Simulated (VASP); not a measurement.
# Cu4Mo (P6/mmm) in VASP: further runs, part 2 of 3

VASP 6.6.1.

### 3 Single point, PBE

This run uses another cell than the first one, of 14.40 Å³/atom, 1.033 times its volume.

The input, INCAR:

```
PREC = Accurate ; ENCUT = 520
EDIFF = 1E-6 ; ISMEAR = 0
SIGMA = 0.1 ; LREAL = False
LASPH = True ; NELM = 60
ALGO = Normal ; ISIF = 2
LWAVE = False ; LCHARG = False
GGA = PE ; NBANDS = 37
```

The input, KPOINTS:

```
Automatic mesh
0
Gamma
  6 6 4
```

The input, POSCAR:

```
Cu4Mo
1.0
    4.1552165328      0.0000000000      0.0000000000
   -2.0776082664      3.5985230756      0.0000000000
    0.0000000000      0.0000000000      4.8158639258
Cu Mo
4 1
Direct
    0.3333333333      0.6666666667      0.7567700984
    0.3333333333      0.6666666667      0.2432299016
    0.6666666667      0.3333333333      0.2432299016
    0.6666666667      0.3333333333      0.7567700984
    0.0000000000      0.0000000000      0.5000000000
```

Potentials or basis: VASP PAW PBE potentials, release 64 (Cu, Mo_sv).

Started as:

```sh
cat potpaw_PBE.64/Cu/POTCAR potpaw_PBE.64/Mo_sv/POTCAR > POTCAR
mpirun -np 1 vasp_std > vasp.out
```

OUTCAR:

```text
PREC = Accurate
   ENCUT = 520
   EDIFF = 1E-6
   ISMEAR = 0
   LREAL = False
   LASPH = True
   NELM = 60
   ISIF = 2
   GGA = PE

 ion  position               nearest neighbor table
   1  0.333  0.667  0.757-   2 2.34   4 2.40   4 2.40   4 2.40   2 2.47   5 2.70   5 2.70   5 2.70

   2  0.333  0.667  0.243-   1 2.34   3 2.40   3 2.40   3 2.40   1 2.47   5 2.70   5 2.70   5 2.70

   3  0.667  0.333  0.243-   4 2.34   2 2.40   2 2.40   2 2.40   4 2.47   5 2.70   5 2.70   5 2.70

   4  0.667  0.333  0.757-   3 2.34   1 2.40   1 2.40   1 2.40   3 2.47   5 2.70   5 2.70   5 2.70

   5  0.000  0.000  0.500-   1 2.70   2 2.70   3 2.70   4 2.70   1 2.70   2 2.70   3 2.70   4 2.70
                             3 2.70   4 2.70   1 2.70   2 2.70

  LATTYP: Found a hexagonal cell.
 ALAT       =     4.1552165328
 C/A-ratio  =     1.1589922902

  Lattice vectors:

 A1 = (   4.1552165328,   0.0000000000,   0.0000000000)
 A2 = (  -2.0776082664,   3.5985230756,   0.0000000000)
 A3 = (   0.0000000000,   0.0000000000,   4.8158639258)

Analysis of symmetry for initial positions (statically):
=====================================================================
 Subroutine PRICEL returns:
 Original cell was already a primitive cell.

 Routine SETGRP: Setting up the symmetry group for a
 hexagonal supercell.

 Subroutine GETGRP returns: Found 24 space group operations
 (whereof 24 operations were pure point group operations)
 out of a pool of 24 trial point group operations.

The static configuration has the point symmetry D_6h.

Analysis of symmetry for dynamics (positions and initial velocities):
=====================================================================
 Subroutine PRICEL returns:
 Original cell was already a primitive cell.

 Routine SETGRP: Setting up the symmetry group for a
 hexagonal supercell.

 Subroutine GETGRP returns: Found 24 space group operations
 (whereof 24 operations were pure point group operations)
 out of a pool of 24 trial point group operations.

The dynamic configuration has the point symmetry D_6h.

 Subroutine INISYM returns: Found 24 space group operations
 (whereof 24 operations are pure point group operations),
 and found     1 'primitive' translations

----------------------------------------------------------------------------------------

                                     Primitive cell

  volume of cell :      72.0099

  direct lattice vectors                    reciprocal lattice vectors
     4.155216533  0.000000000  0.000000000     0.240661345  0.138945892  0.000000000
    -2.077608266  3.598523076  0.000000000     0.000000000  0.277891785  0.000000000
     0.000000000  0.000000000  4.815863926     0.000000000  0.000000000  0.207647063

  length of vectors
     4.155216533  4.155216533  4.815863926     0.277891785  0.277891785  0.207647063

  position of ions in fractional coordinates (direct lattice)
     0.333333333  0.666666667  0.756770098
     0.333333333  0.666666667  0.243229902
     0.666666667  0.333333333  0.243229902
     0.666666667  0.333333333  0.756770098
     0.000000000  0.000000000  0.500000000

  ion indices of the primitive-cell ions
[... 29 lines left out ...]
 ===========================================

 Found     21 irreducible k-points:

 Following reciprocal coordinates:
            Coordinates               Weight
  0.000000  0.000000  0.000000      1.000000
  0.166667  0.000000  0.000000      6.000000
  0.333333 -0.000000  0.000000      6.000000
  0.500000  0.000000  0.000000      3.000000
  0.166667  0.166667  0.000000      6.000000
  0.333333  0.166667  0.000000     12.000000
[... 13 lines left out ...]
  0.333333  0.166667  0.500000     12.000000
  0.333333  0.333333  0.500000      2.000000
   k-points           NKPTS =     21   k-points in BZ     NKDIM =     21   number of bands    NBANDS=     37
   number of dos      NEDOS =    301   number of ions     NIONS =      5
   total plane-waves  NPLWV =  36864
   dimension x,y,z NGX =    32 NGY =   32 NGZ =   36
   dimension x,y,z NGXF=    64 NGYF=   64 NGZF=   72
   ions per type =               4   1
   NGX,Y,Z   is equivalent  to a cutoff of  12.80, 12.80, 12.43 a.u.
   NGXF,Y,Z  is equivalent  to a cutoff of  25.61, 25.61, 24.85 a.u.
 SYSTEM =  unknown system
   PREC   = accura    normal or accurate (medium, high low for compatibility)
   ISTART =      0    job   : 0-new  1-cont  2-samecut
   ICHARG =      2    charge: 1-file 2-atom 10-const
   ISPIN  =      1    spin polarized calculation?
   LNONCOLLINEAR =      F non collinear calculations
   LSORBIT =      F    spin-orbit coupling
   LASPH  =      T    aspherical Exc in radial PAW
   ENCUT  =  520.0 eV  38.22 Ry    6.18 a.u.   7.73  7.73  8.95*2*pi/ulx,y,z
   NELM   =     60;   NELMIN=  2; NELMDL= -5     # of ELM steps
   EDIFF  = 0.1E-05   stopping-criterion for ELM
   LREAL  =      F    real-space projection
   EDIFFG = 0.1E-04   stopping-criterion for IOM
   NSW    =      0    number of steps for IOM
   IBRION =     -1    ionic relax: 0-MD 1-quasi-New 2-CG
   NFREE  =      0    steps in history (QN), initial steepest desc. (CG)
   ISIF   =      2    stress and relaxation
   ISYM   =      2    0-nonsym 1-usesym 2-fastsym
   POTIM  = 0.5000    time-step for ionic-motion
   TEBEG  =    0.0;   TEEND  =   0.0 temperature during run
   PSTRESS=    0.0 pullay stress
   NELECT =      58.0000    total number of electrons
   NUPDOWN=      -1.0000    fix difference up-down
   EMIN   =  10.00;   EMAX   =-10.00  energy-range for DOS
   EFERMI =   0.00;   METHOD = LEGACY
   ISMEAR =     0;   SIGMA  =   0.10  broadening in eV -4-tet -1-fermi 0-gaus
   EFERMI_NEDOS =   21; number of points for ismear=-14 and -15
   IALGO  =     38    algorithm
   IMIX   =      4    mixing-type and parameters
     AMIX     =   0.40;   BMIX     =  1.00
     AMIX_MAG =   1.60;   BMIX_MAG =  1.00
  volume/ion in A,a.u.               =      14.40        97.19
  Fermi-wavevector in a.u.,A,eV,Ry     =   1.523188  2.878408 31.566890  2.320101
  Thomas-Fermi vector in A             =   2.631665
   LORBIT       =      0    0 simple, 1 ext, 2 COOP (PROOUT), +10 PAW based schemes
   GGA     = PE    functional components
   LHFCALC =     F    Hartree Fock is set to
   AEXX    =    0.0000 exact exchange contribution
   IVDW    =     0    specifies the selected vdW correction
   LEPSILON=     F    determine dielectric tensor
   LRPA    =     F    only Hartree local field effects (RPA)
 non-spin polarized calculation
 Gauss-broadening in eV      SIGMA  =   0.10
  energy-cutoff  :      520.00
  volume of cell :       72.01
 maximum number of plane-waves:      1986
 NGX is ok and might be reduce to    32
   NGX = 15   NGY = 15   NGZ = 17

 number of electron      58.0000001 magnetization

 Free energy of the ion-electron system (eV)
  ---------------------------------------------------
  ext. energy  EPLUGINS =         0.00000000
  ---------------------------------------------------
  free energy    TOTEN  =       -22.75434954 eV

  energy without entropy =      -22.74218030  energy(sigma->0) =      -22.74826492

 E-fermi :   7.0954     XC(G=0): -12.0010

 val. band max:        7.0504509060   @ k =   0.1667   0.0000   0.5000
 cond. band min:       7.1099543076   @ k =   0.1667   0.1667   0.2500
 fundamental gap:      0.0595034016
 Fermi energy:         7.0953548078

 k-point     1 :       0.0000    0.0000    0.0000
  band No.  band energies     occupation
      1     -54.0637      2.00000
      2     -28.2062      2.00000
      3     -28.0844      2.00000
      4     -28.0844      2.00000
      5      -1.0529      2.00000
      6       2.5728      2.00000
[... 829 lines left out ...]
     36      17.8407      0.00000
     37      18.2194      0.00000

------------------------ aborting loop because EDIFF is reached ----------------------------------------

  FORCE on cell =-STRESS in cart. coord.  units (eV):
  Direction    XX          YY          ZZ          XY          YZ          ZX
  --------------------------------------------------------------------------------------
  -------------------------------------------------------------------------------------
  Total        0.2175847      0.2175847      0.1584199      0.0000000      0.0000000      0.0000000
  in kB        4.8411313      4.8411313      3.5247476      0.0000000      0.0000000      0.0000000
  external PRESSURE =       4.4023368 kB  Pullay stress =       0.0000000 kB

 VOLUME and BASIS-vectors are now :
 -----------------------------------------------------------------------------
  energy-cutoff  :      520.00
  volume of cell :       72.01
      direct lattice vectors                 reciprocal lattice vectors
     4.155216533  0.000000000  0.000000000     0.240661345  0.138945892  0.000000000
    -2.077608266  3.598523076  0.000000000     0.000000000  0.277891785  0.000000000
     0.000000000  0.000000000  4.815863926     0.000000000  0.000000000  0.207647063

 POSITION                                       TOTAL-FORCE (eV/Angst)
 -----------------------------------------------------------------------------------
     -0.00000      2.39902      3.64450         0.000000      0.000000     -0.002603
     -0.00000      2.39902      1.17136         0.000000      0.000000      0.002603
      2.07761      1.19951      1.17136        -0.000000     -0.000000      0.002603
      2.07761      1.19951      3.64450        -0.000000     -0.000000     -0.002603
      0.00000      0.00000      2.40793        -0.000000      0.000000      0.000000
 -----------------------------------------------------------------------------------
    total drift:                               -0.000000      0.000000      0.000000

  FREE ENERGIE OF THE ION-ELECTRON SYSTEM (eV)
  ---------------------------------------------------
  free  energy   TOTEN  =       -22.7543495420 eV

  energy  without entropy=      -22.7421803011  energy(sigma->0) =      -22.74826492
```

Wall time 48 s (1 thread of Intel Xeon Platinum 8488C (Sapphire Rapids), shared host); peak memory 0.2 GiB.

What came out:

* Free energy: -22.7543 eV
* Pressure: 0.4 GPa
* Band gap on the k mesh: zero (band 29 reaches 7.81 eV, above the bottom of band 30 at 6.79 eV)

Forces on the atoms (eV/Å):
```
Cu   0.000  0.000 -0.003
Cu   0.000  0.000  0.003
Cu   0.000  0.000  0.003
Cu   0.000  0.000 -0.003
Mo   0.000  0.000  0.000
```

Levels at points of the mesh, in eV from the Fermi level:
```csv
k point,band 27,band 28,band 29,band 30,band 31,band 32
"(0.00, 0.00, 0.00)",-0.84,-0.84,0.72,0.72,1.48,2.07
"(0.50, 0.00, 0.00)",-0.59,-0.35,-0.33,0.48,0.68,0.70
"(0.00, 0.00, 0.50)",-0.13,-0.13,0.26,0.65,0.65,5.35
"(0.50, 0.00, 0.50)",-1.45,-1.35,-1.34,0.31,0.75,1.21
```

### 4 Relaxation of cell and atoms, PBE

The input, INCAR:

```
PREC = Accurate
ENCUT = 600
EDIFF = 1E-6
ISMEAR = 0
SIGMA = 0.1
LREAL = F
LASPH = T
NELM = 80
ALGO = Normal
ISIF = 3
LWAVE = F
LCHARG = F
GGA = PE
IBRION = 2
NSW = 90
EDIFFG = -0.04
```

The input, KPOINTS:

```
regular mesh
0
Gamma
  6 6 4
```

The input, POSCAR:

```
Cu4Mo
1.0
    3.5020679400      0.0000000000      0.0000000000
   -1.7510339700      3.0328798000      0.0000000000
    0.0000000000      0.0000000000      6.5654763200
Cu Mo
4 1
Direct
    0.3333333300      0.6666666700      0.6701708300
    0.3333333300      0.6666666700      0.3298291700
    0.6666666700      0.3333333300      0.3298291700
    0.6666666700      0.3333333300      0.6701708300
    0.0000000000      0.0000000000      0.5000000000
```

Started as:

```sh
cat potpaw_PBE.64/Cu/POTCAR potpaw_PBE.64/Mo_sv/POTCAR > POTCAR
mpirun -np 1 vasp_std > vasp.out
```

It took 21 min on 1 thread of Intel Xeon Platinum 8488C (Sapphire Rapids), shared host; peak memory 0.24 GiB.

Results (log left out):

```yaml
Free_energy: -22.7384 eV
Relaxed_volume: 14.44 Å³/atom
Relaxed_cell: a = 4.155 Å, b = 4.155 Å, c = 4.827 Å, α = 90.00°, β = 90.00°, γ = 120.00°
Space_group_after_relaxing_to_0.05_Å: P6/mmm (No. 191)
Energy_gained_by_relaxing: 2070.6 meV/atom
Ionic_steps: 36
Pressure_after_relaxing: 0.0 GPa
Largest_force_after_relaxing: 0.029 eV/Å
Band_gap_on_the_k_mesh: zero (band 29 reaches 7.78 eV, above the bottom of band 30 at 6.76 eV)
```

Forces in eV/Å, atoms in the order of the input:
```
Cu   0.000  0.000  0.029
Cu   0.000  0.000 -0.029
Cu   0.000  0.000 -0.029
Cu   0.000  0.000  0.029
Mo   0.000  0.000  0.000
```

Stress tensor (GPa, compression positive):
```
 0.10  0.00  0.00
 0.00  0.10  0.00
 0.00  0.00 -0.17
```

Step by step:
| step | energy change (eV) | largest force (eV/Å) | pressure (GPa) | volume (Å³) |
| --- | --- | --- | --- | --- |
| 1 | 0.0000 | 5.7447 | 106.23 | 69.73 |
| 2 | 0.5485 | 1.0439 | -13.24 | 207.61 |
| 3 | -8.3887 | 0.7485 | -8.85 | 112.52 |
| 4 | -8.6712 | 0.5312 | -5.67 | 107.07 |
| 5 | -8.7973 | 0.1317 | 0.63 | 99.93 |
| 6 | -8.8007 | 0.2028 | -0.45 | 101.01 |
| 7 | -8.8431 | 0.1200 | -0.62 | 100.47 |
| 8 | -8.8861 | 0.1089 | -0.69 | 99.33 |
| 9 | -8.8868 | 0.1640 | -0.61 | 99.12 |
| 10 | -8.8869 | 0.1479 | -0.64 | 99.18 |
| 11 | -8.8960 | 0.2294 | 0.18 | 97.67 |
| 12 | -8.9019 | 0.3500 | 1.47 | 95.58 |
| 13 | -8.9044 | 0.3546 | 1.46 | 95.40 |
| 14 | -8.9089 | 0.3619 | 1.34 | 95.07 |
| 15 | -8.9183 | 0.3778 | 1.33 | 94.43 |
| 16 | -8.9389 | 0.4147 | 1.61 | 93.13 |
| 17 | -8.9882 | 0.4996 | 1.82 | 90.55 |
| 18 | -9.1258 | 0.7308 | 2.75 | 85.40 |
| 19 | -9.6495 | 1.5154 | 5.33 | 75.20 |
| 20 | -3.6277 | 10.4546 | 86.10 | 55.12 |
| 21 | -9.0706 | 2.8494 | 13.46 | 73.96 |
| 22 | -9.2497 | 3.2561 | 25.77 | 64.49 |
| 23 | -9.1834 | 3.0960 | 27.89 | 63.64 |
| 24 | -9.6868 | 2.1150 | 18.44 | 65.79 |
| 25 | -10.2885 | 0.2272 | -0.69 | 72.52 |
| 26 | -10.2909 | 0.1543 | -1.50 | 72.93 |
| 27 | -10.2910 | 0.1213 | -1.92 | 73.12 |
| 28 | -10.3098 | 0.1127 | -1.45 | 72.91 |
| 29 | -10.3452 | 0.1025 | -0.24 | 72.25 |
| 30 | -10.3204 | 0.1307 | 2.99 | 70.90 |
| 31 | -10.3513 | 0.1021 | 0.56 | 71.84 |
| 32 | -10.3513 | 0.1028 | 0.76 | 71.81 |
| 33 | -10.3526 | 0.0636 | 0.21 | 72.01 |
| 34 | -10.3529 | 0.0454 | 0.08 | 72.10 |
| 35 | -10.3529 | 0.0098 | -0.36 | 72.29 |
| 36 | -10.3530 | 0.0287 | 0.01 | 72.19 |

Final structure:
```
Cu Mo
1.0
     4.15546    0.00000    0.00000
    -2.07773    3.59874    0.00000
     0.00000    0.00000    4.82708
Cu Mo
4 1
Direct
  0.33333 0.66667 0.75642
  0.33333 0.66667 0.24358
  0.66667 0.33333 0.24358
  0.66667 0.33333 0.75642
  0.00000 0.00000 0.50000
```

Levels at points of the mesh, in eV from the Fermi level:
| k point | band 27 | band 28 | band 29 | band 30 | band 31 | band 32 |
| --- | --- | --- | --- | --- | --- | --- |
| (0.00, 0.00, 0.00) | -0.83 | -0.83 | 0.72 | 0.72 | 1.45 | 2.06 |
| (0.50, 0.00, 0.00) | -0.59 | -0.35 | -0.33 | 0.49 | 0.69 | 0.71 |
| (0.00, 0.00, 0.50) | -0.13 | -0.13 | 0.26 | 0.65 | 0.65 | 5.36 |
| (0.50, 0.00, 0.50) | -1.44 | -1.34 | -1.33 | 0.31 | 0.75 | 1.21 |

[end of part 2 of 3]
